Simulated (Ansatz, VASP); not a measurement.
## Two plane-wave programs on CaBr

Contents of POSCAR:

```
CaBr
1.0
    4.0841480343      0.0000000000      0.0000000000
   -2.0420740171      3.5369759505      0.0000000000
    0.0000000000      0.0000000000      9.6721260000
Br Ca
2 2
Direct
    0.6666666667      0.3333333333      0.5344880000
    0.3333333333      0.6666666667      0.0344880000
    0.6666666667      0.3333333333      0.8405120000
    0.3333333333      0.6666666667      0.3405120000
```

File INCAR.step1:

```
SYSTEM = CaBr
  PREC = Accurate
  ENCUT = 400
  EDIFF = 1E-5
  ISMEAR = -1
  SIGMA = 0.05
  LREAL = .FALSE.
  LASPH = .TRUE.
  NELM = 120
  ALGO = Normal
  ISIF = 2
  LWAVE = .TRUE.
  LCHARG = .FALSE.
  GGA = PE
  NBANDS = 25
  GGA_COMPAT = .FALSE.
```

The input INCAR.step2:

```
SYSTEM = CaBr
  PREC = Accurate
  ENCUT = 400
  EDIFF = 1E-6
  ISMEAR = -1
  SIGMA = 0.05
  LREAL = .FALSE.
  LASPH = .TRUE.
  NELM = 120
  ALGO = Normal
  ISIF = 2
  LWAVE = .FALSE.
  LCHARG = .FALSE.
  GGA = PE
  LHFCALC = .TRUE.
  AEXX = 0.15
  PRECFOCK = Normal
  ISTART = 1
  NBANDS = 25
  GGA_COMPAT = .FALSE.
```

The input KPOINTS:

```
Automatic mesh
0
G
  4 4 2
  0 0 0
```

input.yaml

```yaml
crystal:
  lattice:
    - [4.0841480343, 0.0, 0.0]
    - [-2.0420740171, 3.5369759505, 0.0]
    - [0.0, 0.0, 9.672126]
  atoms:
    - { symbol: Br, position: [0.6666666667, 0.3333333333, 0.534488] }
    - { symbol: Br, position: [0.3333333333, 0.6666666667, 0.034488] }
    - { symbol: Ca, position: [0.6666666667, 0.3333333333, 0.840512] }
    - { symbol: Ca, position: [0.3333333333, 0.6666666667, 0.340512] }
hamiltonian:
  xc: { exchange: pbe, correlation: pbe, exx: { coeff: 0.15 } }
  pseudopotentials: { kind: paw }
kpoints:
  mp_grid: { grid: [4, 4, 2] }
scf:
  occupations: { method: fermi_dirac, width: 0.05 }
output:
  forces: true
  stress: true
  eigenvalues: true
```

Alike in both runs: task single point; functional PBE-based global hybrid; k mesh 4 × 4 × 2; occupations fermi-dirac, width 0.05 eV; no spin polarisation.

```csv
,VASP,Ansatz
version,VASP 6.6.1,Ansatz 0.2.0
potentials or method,"VASP PAW PBE potentials, release 64 (Br, Ca_sv)",Ansatz PAW
plane-wave cutoff (eV),400,420
valence electrons in the cell,34,34
```

Ansatz gave:

```
gap on the k mesh at the Fermi level (eV)                     : none
pressure (GPa)                                                : 0.6
traceless stress, the component that is largest in VASP (GPa) : 0.71
rms of the force components (eV/Å)                            : 0.095
```

**Question.** Which values does VASP return?

**Answer.** gap on the k mesh at the Fermi level (eV): none; pressure (GPa): 0.6; traceless stress, the component that is largest in VASP (GPa): 0.74; rms of the force components (eV/Å): 0.098.

VASP's potentials were made for PBE, not for PBE-based global hybrid. Atom by atom the forces differ by 0.003 eV/Å (rms over components). A gap of «none» marks a metal or a gap that the smearing closes. The functional is the same, so the differences come from potentials, cutoffs and numerics.

The k mesh is coarse, so the values compare programs but aren't converged.
